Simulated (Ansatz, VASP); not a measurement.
# MoS2: VASP beside Ansatz

```
Mo S
1.0
     3.22746    0.00000    0.00000
    -1.61373    2.79507    0.00000
     0.00000    0.00000    6.31247
Mo S
1 2
Direct
  0.00000 0.00000 0.50000
  0.66667 0.33333 0.74468
  0.33333 0.66667 0.25532
```

Alike in both runs: functional PBE; k mesh 9 × 9 × 4; occupations fermi-dirac, width 0.05 eV; non-collinear spin, spin-orbit coupling.

|  | VASP | Ansatz |
| --- | --- | --- |
| version | VASP 6.6.1 | Ansatz 0.2.0 |
| potentials or method | VASP PAW PBE potentials, release 64 (Mo_sv, S) | Ansatz PAW |
| plane-wave cutoff (eV) | 520 | 420 |
| valence electrons in the cell | 26 | 26 |
| task | single point | band structure |

```csv
,VASP,Ansatz,Ansatz less VASP
pressure (GPa),1.0,1.1,+0.08
"traceless stress, the component that is largest in VASP (GPa)",1.92,1.91,-0.011
rms of the force components (eV/Å),0.131,0.134,+0.0027
net moment per atom (μB),0.00,0.00,0.000
```

Atom by atom the forces differ by 0.003 eV/Å (rms over components). The functional is the same, so the differences come from potentials, cutoffs and numerics.
